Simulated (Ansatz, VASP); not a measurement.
## Two plane-wave programs on HfSi

```
CELL_PARAMETERS angstrom
6.71948 0.00000 0.00000
0.00000 3.70325 0.00000
0.00000 0.00000 5.04569
ATOMIC_POSITIONS crystal
Hf 0.17559 0.25000 0.12649
Hf 0.32441 0.75000 0.62649
Hf 0.67559 0.25000 0.37351
Hf 0.82441 0.75000 0.87351
Si 0.04306 0.25000 0.64020
Si 0.45694 0.75000 0.14020
Si 0.54306 0.25000 0.85980
Si 0.95694 0.75000 0.35980
```

Change from the starting cell: strain -0.015 along x and y, -0.030 along z, atoms carried along.

Alike in both runs: task single point; functional PBEsol; k mesh 6 × 10 × 8; occupations gaussian, width 0.15 eV; no spin polarisation.

```csv
,VASP,Ansatz
version,VASP 6.6.1,Ansatz 0.2.0
potentials or method,"VASP PAW PBE potentials, release 64 (Hf_pv, Si), cutoff 520 eV","scalar-relativistic, plane waves, PAW"
valence electrons in the cell,56,120
```

|  | VASP | Ansatz | Ansatz less VASP |
| --- | --- | --- | --- |
| gap on the k mesh at the Fermi level (eV) | none | none | - |
| pressure (GPa) | 11.5 | 11.2 | -0.30 |
| traceless stress, the component that is largest in VASP (GPa) | 3.98 | 3.99 | +0.011 |
| rms of the force components (eV/Å) | 0.053 | 0.051 | -0.0021 |

VASP's potentials were made for PBE, not for PBEsol. Atom by atom the forces differ by 0.006 eV/Å (rms over components). A gap of «none» marks a metal or a gap that the smearing closes. VASP's potentials hold 56 valence electrons a cell and Ansatz's 120, so a difference there can come from the potentials and not from the codes.

Neither program's run includes spin-orbit coupling.
